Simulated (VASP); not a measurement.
A run of VASP 6.6.1 is set up as follows.

INCAR

```
PREC = Accurate ; ENCUT = 520
EDIFF = 1E-6 ; ISMEAR = -1
SIGMA = 0.1 ; LREAL = False
LASPH = True ; NELM = 60
ALGO = Normal ; ISIF = 2
LWAVE = False ; LCHARG = False
GGA = B5 ; ALDAX = 1.0
AGGAX = 1.0 ; AGGAC = 1.0
ALDAC = 0.0 ; NBANDS = 18
```

Contents of KPOINTS:

```
Automatic mesh
0
Gamma
  12 12 3
```

Contents of POSCAR:

```
Sb
1.0
    3.5267682467      0.0000000000      0.0000000000
   -1.7633841233      3.0542708949      0.0000000000
    0.0000000000      0.0000000000     12.1726887432
Sb
4
Direct
    1.0000000000      1.0000000000      0.0000000000
    1.0000000000      1.0000000000      0.5000000000
    0.3333333333      0.6666666667      0.2500000000
    0.6666666667      0.3333333333      0.7500000000
```

Potentials or basis: VASP PAW PBE potentials, release 64 (Sb).

Command:

```sh
$ cat potpaw_PBE.64/Sb/POTCAR > POTCAR
$ mpirun -np 1 vasp_std > vasp.out
```

(1) What does it give for the band gap on the k mesh?

(2) Predict the pressure.

Results:

(1) zero (band 10 reaches 9.89 eV, above the bottom of band 11 at 4.81 eV).

(2) -2.8 GPa.

Caveat: the PAW data sets were made with another functional, which shifts forces and pressure a little; spin-orbit coupling is left out, which moves the levels of the heavy elements.
